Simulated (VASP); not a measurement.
# Ta (P6_3/mmc) in VASP: notebook, part 2 of 2

VASP 6.6.1. The steps go on from the part before.

## 3. Single point, r2SCAN

This run uses another cell than the first one, of 18.52 Å³/atom, 1.015 times its volume.

POSCAR

```
Ta
1.0
    2.8813918306      0.0000000000      0.0000000000
   -1.4406959153      2.4953585235      0.0000000000
    0.0000000000      0.0000000000      5.1511114514
Ta
2
Direct
    0.3333333333      0.6666666667      0.2500000000
    0.6666666667      0.3333333333      0.7500000000
```

INCAR.step1

```
ALGO     = Normal         # electronic algorithm
EDIFF    = 1E-4           # SCF threshold, eV
ENCUT    = 520            # plane-wave cutoff, eV
GGA      = PE             # functional
ISMEAR   = -1             # smearing method
LASPH    = True           # aspherical terms in the spheres
LCHARG   = False          # write CHGCAR
LREAL    = False          # projectors in reciprocal space
LWAVE    = True           # write WAVECAR
NBANDS   = 18             # bands
NELM     = 80             # most SCF steps
PREC     = Accurate       # precision mode
SIGMA    = 0.1            # smearing width, eV
```

INCAR.step2

```
ALGO     = Normal         # electronic algorithm
EDIFF    = 1E-6           # SCF threshold, eV
ENCUT    = 520            # plane-wave cutoff, eV
ISIF     = 2              # what is computed and relaxed
ISMEAR   = -1             # smearing method
ISTART   = 1            
LASPH    = True           # aspherical terms in the spheres
LCHARG   = False          # write CHGCAR
LMIXTAU  = True         
LREAL    = False          # projectors in reciprocal space
LWAVE    = False          # write WAVECAR
METAGGA  = R2SCAN         # meta-GGA
NBANDS   = 18             # bands
NELM     = 80             # most SCF steps
PREC     = Accurate       # precision mode
SIGMA    = 0.1            # smearing width, eV
```

KPOINTS

```
k-points
0
Gamma
  9 9 5
```

Potentials or basis: VASP PAW PBE potentials, release 64 (Ta_pv).

The run is started by

```
$ cat potpaw_PBE.64/Ta_pv/POTCAR > POTCAR
$ cp INCAR.step1 INCAR
$ mpirun -np 1 vasp_std > vasp.out
$ cp INCAR.step2 INCAR
$ mpirun -np 1 vasp_std > vasp.out
```

OUTCAR:

```text
EDIFF = 1E-6
   ENCUT = 520
   ISIF = 2
   ISMEAR = -1
   ISTART = 1
   LASPH = True
   LREAL = False
   METAGGA = R2SCAN
   NELM = 80
   PREC = Accurate

 ion  position               nearest neighbor table
   1  0.333  0.667  0.250-   2 3.07   2 3.07   2 3.07   2 3.07   2 3.07   2 3.07
   2  0.667  0.333  0.750-   1 3.07   1 3.07   1 3.07   1 3.07   1 3.07   1 3.07

  LATTYP: Found a hexagonal cell.
 ALAT       =     2.8813918306
 C/A-ratio  =     1.7877164073

  Lattice vectors:
[... 693 lines left out ...]

------------------------ aborting loop because EDIFF is reached ----------------------------------------

  FORCE on cell =-STRESS in cart. coord.  units (eV):
  Direction    XX          YY          ZZ          XY          YZ          ZX
  --------------------------------------------------------------------------------------
  -------------------------------------------------------------------------------------
  Total        0.1190860      0.1190860      0.1366527      0.0000000      0.0000000     -0.0000000
  in kB        5.1515177      5.1515177      5.9114306      0.0000000      0.0000000     -0.0000000
  external PRESSURE =       5.4048220 kB  Pullay stress =       0.0000000 kB

 VOLUME and BASIS-vectors are now :
 -----------------------------------------------------------------------------
  energy-cutoff  :      520.00
  volume of cell :       37.04
      direct lattice vectors                 reciprocal lattice vectors
     2.881391831  0.000000000  0.000000000     0.347054500  0.200372009  0.000000000
    -1.440695915  2.495358524  0.000000000     0.000000000  0.400744018  0.000000000
     0.000000000  0.000000000  5.151111451     0.000000000  0.000000000  0.194132860

 POSITION                                       TOTAL-FORCE (eV/Angst)
 -----------------------------------------------------------------------------------
     -0.00000      1.66357      1.28778         0.000000      0.000000      0.000000
      1.44070      0.83179      3.86333        -0.000000     -0.000000      0.000000
 -----------------------------------------------------------------------------------
    total drift:                               -0.000000      0.000000     -0.000000

  FREE ENERGIE OF THE ION-ELECTRON SYSTEM (eV)
  ---------------------------------------------------
  free  energy   TOTEN  =       -96.5895176114 eV

  energy  without entropy=      -96.5013539512  energy(sigma->0) =      -96.54543578
```

OSZICAR.step1:

```text
N       E                     dE             d eps       ncg     rms          rms(c)
DAV:   1     0.173812455978E+03    0.17381E+03   -0.12784E+04  1296   0.127E+03
DAV:   2    -0.195206116008E+02   -0.19333E+03   -0.18968E+03  1570   0.357E+02
DAV:   3    -0.239703835355E+02   -0.44498E+01   -0.43633E+01  1580   0.511E+01
DAV:   4    -0.240010660803E+02   -0.30683E-01   -0.30643E-01  1460   0.453E+00
DAV:   5    -0.240012896796E+02   -0.22360E-03   -0.22357E-03  1474   0.368E-01    0.181E+01
DAV:   6    -0.233187472649E+02    0.68254E+00   -0.72869E-01  1418   0.753E+00    0.882E+00
DAV:   7    -0.231023631239E+02    0.21638E+00   -0.64744E-01  1464   0.673E+00    0.508E-01
DAV:   8    -0.230997203064E+02    0.26428E-02   -0.10464E-02  1420   0.882E-01    0.143E-01
DAV:   9    -0.230997055745E+02    0.14732E-04   -0.29105E-04  1462   0.143E-01
   1 F= -.23099706E+02 E0= -.23053765E+02  d E =-.918814E-01
```

Run time: 65 s. Hardware: 1 thread of Intel Xeon Platinum 8559C (Emerald Rapids), shared host; peak memory 0.17 GiB.

Results:

- Free energy: -96.5895 eV
- Pressure: 0.5 GPa
- Band gap on the k mesh: zero (band 11 reaches 6.45 eV, above the bottom of band 12 at 4.86 eV)

Caveat: the PAW data sets were made with another functional, which shifts forces and pressure a little; spin-orbit coupling is left out, which moves the levels of the heavy elements.
